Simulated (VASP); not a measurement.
Here is a VASP 6.6.1 calculation.

Contents of INCAR:

```
SYSTEM = Ni
  ALGO = Normal
  EDIFF = 1E-6
  ENCUT = 520
  GGA = PE
  ISIF = 2
  ISMEAR = 0
  ISPIN = 2
  LASPH = .True.
  LCHARG = .False.
  LMAXMIX = 4
  LORBIT = 11
  LREAL = .False.
  LWAVE = .False.
  MAGMOM = 0.64
  NBANDS = 15
  NELM = 150
  PREC = Accurate
  SIGMA = 0.15
```

Contents of KPOINTS:

```
k-points
0
Gamma
  22 22 22
  0 0 0
```

The input POSCAR:

```
Ni
1.0
   -1.4654659309      1.4001489809      1.4654659309
    1.3348320309     -1.4001489809      1.3348320309
    1.4654659309      1.4001489809     -1.4654659309
Ni
1
Direct
    0.0000000000      0.0000000000      0.0000000000
```

Potentials or basis: VASP PAW PBE potentials, release 64 (Ni).

Run with:

```console
$ cat potpaw_PBE.64/Ni/POTCAR > POTCAR
$ mpirun -np 1 vasp_std > vasp.out
```

(1) What does it give for the pressure?

(2) What does it give for the site moments?

(3) Predict the net moment.

Results:

(1) 1.9 GPa.

(2) Ni +0.54 μB.

(3) 0.53 μB per cell.

Caveat: the cell differs from its parent crystal (engineering shear strain xz -0.0933, engineering shear strain yz +0.0000).
